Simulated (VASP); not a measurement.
Write the native input for VASP 6.6.1 that does the following.

* Task: single point
* Functional: PBE
* Potentials or basis: VASP PAW PBE potentials, release 64 (Br)
* Cutoff: 520 eV
* k mesh: 7 × 7 × 3
* Occupations: fermi-dirac, width 0.05 eV
* Spin: no spin polarisation
* Dipole correction: no
* Further INCAR settings: ALGO = Normal; EDIFF = 1e-06; NBANDS = 22

The structure of Br lies in POSCAR:

```
Br
1.0
    3.4075083649     -2.3531133733      0.0000000000
    3.4075083649      2.3531133733      0.0000000000
    0.0000000000      0.0000000000      8.8168170799
Br
4
Direct
    0.3651000000      0.6349000000      0.3901000000
    0.1349000000      0.8651000000      0.8901000000
    0.6349000000      0.3651000000      0.6099000000
    0.8651000000      0.1349000000      0.1099000000
```

These files were run (other wordings do the same):

INCAR

```
ALGO = Normal ; EDIFF = 1E-6
ENCUT = 520 ; GGA = PE
ISIF = 2 ; ISMEAR = -1
LASPH = True ; LCHARG = False
LREAL = False ; LWAVE = False
NBANDS = 22 ; NELM = 80
PREC = Accurate ; SIGMA = 0.05
```

KPOINTS

```
k-points
0
Gamma
  7 7 3
```

Potentials or basis: VASP PAW PBE potentials, release 64 (Br).

Launch:

```bash
$ cat potpaw_PBE.64/Br/POTCAR > POTCAR
$ mpirun -np 1 vasp_std > vasp.out
```

It gave:

| Item | Value |
| --- | --- |
| Pressure | 0.7 GPa |
| Largest force | 0.453 eV/Å |
| Band gap on the k mesh | 1.78 eV, indirect (least direct gap 1.80 eV) |

It took 29 s on 1 thread of Intel(R) Xeon(R) 6975P-C (Granite Rapids), on a shared host, peak memory 0.26 GiB.
